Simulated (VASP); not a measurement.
# Ag (I4/mmm) in VASP: a series of runs

The runs below take Ag through single point, with r2SCAN.

Program: VASP 6.6.1. These are calculated values, not measurements. Logs are shortened: lines on timing, memory, paths and dates and some standing lists are left out, and cuts for length are marked.

## Step 1: The cell of the first run

It takes space group I4/mmm (No. 139, tetragonal). Conventional cell: a = 3.357 Å, b = 3.357 Å, c = 3.222 Å, α = 90.00°, β = 90.00°, γ = 90.00°. Ag (site symmetry 4/mmm) has 14 Ag at 2.87 to 3.36 Å within 3.8 Å.

## Step 2: Single point, r2SCAN

POSCAR

```
Ag
1.0
   -1.6783370105      1.6783370105      1.6112035300
    1.6783370105     -1.6783370105      1.6112035300
    1.6783370105      1.6783370105     -1.6112035300
Ag
1
Direct
    0.0000000000      0.0000000000      0.0000000000
```

INCAR.step1

```
SYSTEM = Ag
PREC     = Accurate       ! precision mode
ENCUT    = 520            ! plane-wave cutoff, eV
ISMEAR   = 0              ! smearing method
SIGMA    = 0.15           ! smearing width, eV
LREAL    = .FALSE.        ! projectors in reciprocal space
LASPH    = .TRUE.         ! aspherical terms in the spheres
NELM     = 80             ! most SCF steps
NBANDS   = 12             ! bands
GGA      = PE             ! functional
ALGO     = Normal         ! electronic algorithm
EDIFF    = 1E-4           ! SCF threshold, eV
LWAVE    = .TRUE.         ! write WAVECAR
LCHARG   = .FALSE.        ! write CHGCAR
```

INCAR.step2

```
SYSTEM = Ag
PREC     = Accurate       ! precision mode
ENCUT    = 520            ! plane-wave cutoff, eV
EDIFF    = 1E-6           ! SCF threshold, eV
ISMEAR   = 0              ! smearing method
SIGMA    = 0.15           ! smearing width, eV
LREAL    = .FALSE.        ! projectors in reciprocal space
LASPH    = .TRUE.         ! aspherical terms in the spheres
NELM     = 80             ! most SCF steps
ALGO     = Normal         ! electronic algorithm
ISIF     = 2              ! what is computed and relaxed
LWAVE    = .FALSE.        ! write WAVECAR
LCHARG   = .FALSE.        ! write CHGCAR
METAGGA  = R2SCAN         ! meta-GGA
LMIXTAU  = .TRUE.       
NBANDS   = 12             ! bands
ISTART   = 1
```

KPOINTS

```
regular mesh
0
G
  22 22 22
  0 0 0
```

Potentials or basis: VASP PAW PBE potentials, release 64 (Ag).

The run is started by

```bash
cat potpaw_PBE.64/Ag/POTCAR > POTCAR
cp INCAR.step1 INCAR
mpirun -np 1 vasp_std > vasp.out
cp INCAR.step2 INCAR
mpirun -np 1 vasp_std > vasp.out
```

OUTCAR:

```text
SYSTEM = Ag
   PREC = Accurate
   ENCUT = 520
   EDIFF = 1E-6
   ISMEAR = 0
   LREAL = .FALSE.
   LASPH = .TRUE.
   NELM = 80
   ISIF = 2
   METAGGA = R2SCAN
   ISTART = 1

 ion  position               nearest neighbor table
   1  0.000  0.000  0.000-

  LATTYP: Found a body centered tetragonal cell.
 ALAT       =     3.3566740210
 C/A-ratio  =     0.9600000000

  Lattice vectors:

 A1 = (  -1.6783370105,   1.6783370105,   1.6112035300)
 A2 = (   1.6783370105,  -1.6783370105,   1.6112035300)
 A3 = (   1.6783370105,   1.6783370105,  -1.6112035300)

Analysis of symmetry for initial positions (statically):
=====================================================================
 Subroutine PRICEL returns:
 Original cell was already a primitive cell.

 Routine SETGRP: Setting up the symmetry group for a
 body centered tetragonal supercell.

 Subroutine GETGRP returns: Found 16 space group operations
 (whereof 16 operations were pure point group operations)
 out of a pool of 16 trial point group operations.

The static configuration has the point symmetry D_4h.

Analysis of symmetry for dynamics (positions and initial velocities):
=====================================================================
 Subroutine PRICEL returns:
 Original cell was already a primitive cell.

 Routine SETGRP: Setting up the symmetry group for a
 body centered tetragonal supercell.

 Subroutine GETGRP returns: Found 16 space group operations
 (whereof 16 operations were pure point group operations)
 out of a pool of 16 trial point group operations.

The dynamic configuration has the point symmetry D_4h.

 Subroutine INISYM returns: Found 16 space group operations
 (whereof 16 operations are pure point group operations),
 and found     1 'primitive' translations

----------------------------------------------------------------------------------------

                                     Primitive cell

  volume of cell :      18.1538

  direct lattice vectors                    reciprocal lattice vectors
    -1.678337010  1.678337010  1.611203530     0.000000000  0.297913945  0.310327026
     1.678337010 -1.678337010  1.611203530     0.297913945  0.000000000  0.310327026
     1.678337010  1.678337010 -1.611203530     0.297913945  0.297913945  0.000000000

  length of vectors
     2.868729171  2.868729171  2.868729171     0.430180871  0.430180871  0.421313942

  position of ions in fractional coordinates (direct lattice)
     0.000000000  0.000000000  0.000000000

  ion indices of the primitive-cell ions
   primitive index   ion index
                 1           1

----------------------------------------------------------------------------------------

 KPOINTS: regular mesh

Automatic generation of k-mesh.
 Grid dimensions read from file:
 generate k-points for:   22   22   22

 Generating k-lattice:

  Cartesian coordinates                     Fractional coordinates (reciprocal lattice)
     0.000000000  0.013541543  0.014105774     0.045454545  0.000000000 -0.000000000
     0.013541543  0.000000000  0.014105774     0.000000000  0.045454545 -0.000000000
     0.013541543  0.013541543  0.000000000     0.000000000  0.000000000  0.045454545

  Length of vectors
     0.019553676  0.019553676  0.019150634

  Shift w.r.t. Gamma in fractional coordinates (k-lattice)
     0.000000000  0.000000000  0.000000000

 Subroutine IBZKPT returns following result:
 ===========================================

 Found    834 irreducible k-points:

 Following reciprocal coordinates:
            Coordinates               Weight
  0.000000  0.000000  0.000000      1.000000
  0.045455  0.000000  0.000000      8.000000
  0.090909  0.000000  0.000000      8.000000
  0.136364  0.000000  0.000000      8.000000
  0.181818  0.000000  0.000000      8.000000
  0.227273  0.000000  0.000000      8.000000
[... 16 lines left out ...]
  0.500000  0.045455  0.000000     16.000000
 -0.454545  0.045455  0.000000     16.000000
 [... further k-points ...]
   k-points           NKPTS =    834   k-points in BZ     NKDIM =    834   number of bands    NBANDS=     12
   number of dos      NEDOS =    301   number of ions     NIONS =      1
   total plane-waves  NPLWV =  13824
   dimension x,y,z NGX =    24 NGY =   24 NGZ =   24
   dimension x,y,z NGXF=    48 NGYF=   48 NGZF=   48
   ions per type =               1
   NGX,Y,Z   is equivalent  to a cutoff of  13.91, 13.91, 13.91 a.u.
   NGXF,Y,Z  is equivalent  to a cutoff of  27.82, 27.82, 27.82 a.u.
 SYSTEM =  Ag
   PREC   = accura    normal or accurate (medium, high low for compatibility)
   ISTART =      1    job   : 0-new  1-cont  2-samecut
   ICHARG =      0    charge: 1-file 2-atom 10-const
   ISPIN  =      1    spin polarized calculation?
   LNONCOLLINEAR =      F non collinear calculations
   LSORBIT =      F    spin-orbit coupling
   LASPH  =      T    aspherical Exc in radial PAW
   ENCUT  =  520.0 eV  38.22 Ry    6.18 a.u.   5.33  5.33  5.33*2*pi/ulx,y,z
   NELM   =     80;   NELMIN=  2; NELMDL=  0     # of ELM steps
   EDIFF  = 0.1E-05   stopping-criterion for ELM
   LREAL  =      F    real-space projection
   EDIFFG = 0.1E-04   stopping-criterion for IOM
   NSW    =      0    number of steps for IOM
   IBRION =     -1    ionic relax: 0-MD 1-quasi-New 2-CG
   NFREE  =      0    steps in history (QN), initial steepest desc. (CG)
   ISIF   =      2    stress and relaxation
   ISYM   =      2    0-nonsym 1-usesym 2-fastsym
   POTIM  = 0.5000    time-step for ionic-motion
   TEBEG  =    0.0;   TEEND  =   0.0 temperature during run
   PSTRESS=    0.0 pullay stress
   NELECT =      11.0000    total number of electrons
   NUPDOWN=      -1.0000    fix difference up-down
   EMIN   =  10.00;   EMAX   =-10.00  energy-range for DOS
   EFERMI =   0.00;   METHOD = LEGACY
   ISMEAR =     0;   SIGMA  =   0.15  broadening in eV -4-tet -1-fermi 0-gaus
   EFERMI_NEDOS =   21; number of points for ismear=-14 and -15
   IALGO  =     38    algorithm
   IMIX   =      4    mixing-type and parameters
     AMIX     =   0.40;   BMIX     =  1.00
     AMIX_MAG =   1.60;   BMIX_MAG =  1.00
  volume/ion in A,a.u.               =      18.15       122.51
  Fermi-wavevector in a.u.,A,eV,Ry     =   1.385318  2.617871 26.111022  1.919106
  Thomas-Fermi vector in A             =   2.509739
   LORBIT       =      0    0 simple, 1 ext, 2 COOP (PROOUT), +10 PAW based schemes
   METAGGA = R2SCAN    functional components
   LHFCALC =     F    Hartree Fock is set to
   AEXX    =    0.0000 exact exchange contribution
   IVDW    =     0    specifies the selected vdW correction
   LEPSILON=     F    determine dielectric tensor
   LRPA    =     F    only Hartree local field effects (RPA)
 non-spin polarized calculation
 Gauss-broadening in eV      SIGMA  =   0.15
  energy-cutoff  :      520.00
  volume of cell :       18.15
 maximum number of plane-waves:       505
 NGX is ok and might be reduce to    24
   NGX = 11   NGY = 11   NGZ = 11

 number of electron      11.0000001 magnetization

 Free energy of the ion-electron system (eV)
  ---------------------------------------------------
  ext. energy  EPLUGINS =         0.00000000
  ---------------------------------------------------
  free energy    TOTEN  =       -21.31776953 eV

  energy without entropy =      -21.31435055  energy(sigma->0) =      -21.31606004

 E-fermi :   7.6343     XC(G=0): -12.5344

 val. band max:        7.6310495458   @ k =   0.5000   0.0909   0.0455
 cond. band min:       7.6404465489   @ k =  -0.1364   0.4545   0.0909
 fundamental gap:      0.0093970030
 Fermi energy:         7.6343191704

 k-point     1 :       0.0000    0.0000    0.0000
  band No.  band energies     occupation
      1       0.1149      2.00000
      2       2.4563      2.00000
      3       2.6327      2.00000
      4       2.6327      2.00000
      5       3.6813      2.00000
      6       3.8786      2.00000
      7      25.8006      0.00000
      8      25.8007      0.00000
      9      26.5686      0.00000
     10      31.2384      0.00000
     11      31.2384      0.00000
     12      31.8779      0.00000

 k-point     2 :       0.0455    0.0000    0.0000
  band No.  band energies     occupation
      1       0.1835      2.00000
      2       2.4647      2.00000
      3       2.6343      2.00000
      4       2.6449      2.00000
      5       3.6809      2.00000
      6       3.8649      2.00000
      7      25.7104      0.00000
      8      25.8356      0.00000
      9      26.4218      0.00000
     10      30.3829      0.00000
     11      30.7770      0.00000
     12      31.0125      0.00000

 k-point     3 :       0.0909    0.0000    0.0000
  band No.  band energies     occupation
      1       0.3841      2.00000
      2       2.4538      2.00000
      3       2.6399      2.00000
      4       2.7174      2.00000
      5       3.6785      2.00000
      6       3.8317      2.00000
      7      25.2800      0.00000
      8      25.9347      0.00000
      9      26.0005      0.00000
     10      29.4337      0.00000
     11      29.7520      0.00000
     12      29.9585      0.00000

 k-point     4 :       0.1364    0.0000    0.0000
  band No.  band energies     occupation
      1       0.6973      2.00000
      2       2.3964      2.00000
      3       2.6582      2.00000
      4       2.8768      2.00000
      5       3.6700      2.00000
      6       3.8005      2.00000
      7      24.1902      0.00000
      8      25.4122      0.00000
      9      26.0799      0.00000
     10      28.5429      0.00000
     11      28.6980      0.00000
     12      29.5246      0.00000

 k-point     5 :       0.1818    0.0000    0.0000
  band No.  band energies     occupation
      1       1.0704      2.00000
      2       2.3093      2.00000
      3       2.7296      2.00000
      4       3.1042      2.00000
      5       3.6570      2.00000
      6       3.7907      2.00000
      7      22.5822      0.00000
      8      24.6733      0.00000
      9      26.2222      0.00000
     10      27.3305      0.00000
     11      28.2285      0.00000
     12      29.7327      0.00000
[... 228 lines left out ...]
      1       1.3157      2.00000
      2       1.8352      2.00000
      3       3.7102      2.00000
      4       3.9565      2.00000
      5       4.5301      2.00000
      6       7.0363      2.00000
      7      12.8836      0.00000
      8      21.0405      0.00000
      9      21.8666      0.00000
     10      27.3250      0.00000
     11      28.5426      0.00000
     12      32.5429      0.00000

 k-point    22 :       0.4545    0.0455    0.0000
  band No.  band energies     occupation
      1       1.2757      2.00000
      2       1.8079      2.00000
      3       3.7337      2.00000
      4       3.9583      2.00000
      5       4.6429      2.00000
      6       7.8598      0.03350
      7      11.8331      0.00000
      8      20.8565      0.00000
      9      21.6163      0.00000
     10      27.3681      0.00000
     11      28.5992      0.00000
     12      32.6151      0.00000

 k-point    23 :       0.5000    0.0455    0.0000
  band No.  band energies     occupation
      1       1.2765      2.00000
      2       1.8087      2.00000
      3       3.7490      2.00000
      4       3.9391      2.00000
      5       4.6432      2.00000
      6       7.8384      0.05436
      7      11.8605      0.00000
      8      20.8438      0.00000
      9      21.6185      0.00000
     10      27.3720      0.00000
     11      28.6128      0.00000
     12      32.7494      0.00000

 k-point    24 :      -0.4545    0.0455    0.0000
  band No.  band energies     occupation
      1       1.3180      2.00000
      2       1.8373      2.00000
      3       3.7527      2.00000
      4       3.9028      2.00000
      5       4.5304      2.00000
      6       6.9967      2.00000
      7      12.9412      0.00000
      8      21.0036      0.00000
      9      21.8702      0.00000
     10      27.3360      0.00000
     11      28.5853      0.00000
     12      32.9931      0.00000

 [... further k-points ...]

------------------------ aborting loop because EDIFF is reached ----------------------------------------

  FORCE on cell =-STRESS in cart. coord.  units (eV):
  Direction    XX          YY          ZZ          XY          YZ          ZX
  --------------------------------------------------------------------------------------
  -------------------------------------------------------------------------------------
  Total       -0.3825671     -0.3825671     -0.4385981      0.0000000      0.0000000      0.0000000
  in kB      -33.7636528    -33.7636528    -38.7087020      0.0000000      0.0000000      0.0000000
  external PRESSURE =     -35.4120025 kB  Pullay stress =       0.0000000 kB

 VOLUME and BASIS-vectors are now :
 -----------------------------------------------------------------------------
  energy-cutoff  :      520.00
  volume of cell :       18.15
      direct lattice vectors                 reciprocal lattice vectors
    -1.678337010  1.678337010  1.611203530     0.000000000  0.297913945  0.310327026
     1.678337010 -1.678337010  1.611203530     0.297913945  0.000000000  0.310327026
     1.678337010  1.678337010 -1.611203530     0.297913945  0.297913945  0.000000000

 POSITION                                       TOTAL-FORCE (eV/Angst)
 -----------------------------------------------------------------------------------
      0.00000      0.00000      0.00000        -0.000000      0.000000      0.000000
 -----------------------------------------------------------------------------------
    total drift:                               -0.000000      0.000000      0.000000

  FREE ENERGIE OF THE ION-ELECTRON SYSTEM (eV)
  ---------------------------------------------------
  free  energy   TOTEN  =       -21.3177695326 eV

  energy  without entropy=      -21.3143505464  energy(sigma->0) =      -21.31606004
```

It took 4.3 min on 1 thread of Intel Xeon Platinum 8488C (Sapphire Rapids), shared host; peak memory 0.29 GiB.

What came out:

```
Free energy            : -21.3178 eV
Pressure               : -3.5 GPa
Band gap on the k mesh : zero (an odd number of electrons rules out a gap without spin polarisation)
```

Levels at points of the mesh, in eV from the Fermi level:
```
           k point  band 4  band 5  band 6  band 7  band 8  band 9
(0.00, 0.00, 0.00)   -5.00   -3.95   -3.76   18.17   18.17   18.93
(0.50, 0.00, 0.00)   -3.66   -2.91    0.21    4.03   13.40   14.18
(0.50, 0.50, 0.00)   -3.80   -2.94   -0.03    3.62   14.08   15.13
(0.50, 0.50, 0.50)   -3.16   -3.10    6.62    6.62    7.83   12.12
```

Caveat: the cell stands under tension; the PAW data sets were made with another functional, which shifts forces and pressure a little.

## Step 3: Single point, r2SCAN

POSCAR

```
Ag
1.0
   -1.6289452327      1.6289452327      1.7103924944
    1.6289452327     -1.6289452327      1.7103924944
    1.6289452327      1.6289452327     -1.7103924944
Ag
1
Direct
    0.0000000000      0.0000000000      0.0000000000
```

INCAR.step1

```
SYSTEM = Ag
PREC = Accurate ; ENCUT = 520
ISMEAR = 0 ; SIGMA = 0.15
LREAL = .False. ; LASPH = .True.
NELM = 100 ; NBANDS = 12
GGA = PE ; ALGO = Normal
EDIFF = 1E-4 ; LWAVE = .True.
LCHARG = .False.
```

INCAR.step2

```
SYSTEM = Ag
PREC = Accurate ; ENCUT = 520
EDIFF = 1E-6 ; ISMEAR = 0
SIGMA = 0.15 ; LREAL = .False.
LASPH = .True. ; NELM = 100
ALGO = Normal ; ISIF = 2
LWAVE = .False. ; LCHARG = .False.
METAGGA = R2SCAN ; LMIXTAU = .True.
NBANDS = 12 ; ISTART = 1
```

KPOINTS

```
regular mesh
0
Gamma
  22 22 22
  0 0 0
```

Potentials or basis: VASP PAW PBE potentials, release 64 (Ag).

The run is started by

```bash
cat potpaw_PBE.64/Ag/POTCAR > POTCAR
cp INCAR.step1 INCAR
mpirun -np 1 vasp_std > vasp.out
cp INCAR.step2 INCAR
mpirun -np 1 vasp_std > vasp.out
```

It took 3.8 min on 1 thread of Intel Xeon Platinum 8488C (Sapphire Rapids), shared host; peak memory 0.29 GiB.

It converged, with:

```
Free energy            : -21.3179 eV
Pressure               : -3.6 GPa
Band gap on the k mesh : zero (an odd number of electrons rules out a gap without spin polarisation)
```

Stress tensor (GPa, compression positive):
```
-3.74  0.00  0.00
 0.00 -3.74  0.00
 0.00  0.00 -3.18
```

Levels at points of the mesh, in eV from the Fermi level:
| k point | band 4 | band 5 | band 6 | band 7 | band 8 | band 9 |
| --- | --- | --- | --- | --- | --- | --- |
| (0.00, 0.00, 0.00) | -4.93 | -3.97 | -3.75 | 17.90 | 18.68 | 18.68 |
| (0.50, 0.00, 0.00) | -3.72 | -2.94 | 0.04 | 3.73 | 13.90 | 14.87 |
| (0.50, 0.50, 0.00) | -3.67 | -2.89 | 0.32 | 4.21 | 13.10 | 13.76 |
| (0.50, 0.50, 0.50) | -3.12 | -3.12 | 6.10 | 7.49 | 7.49 | 11.83 |

Caveat: the cell stands under tension; the PAW data sets were made with another functional, which shifts forces and pressure a little.
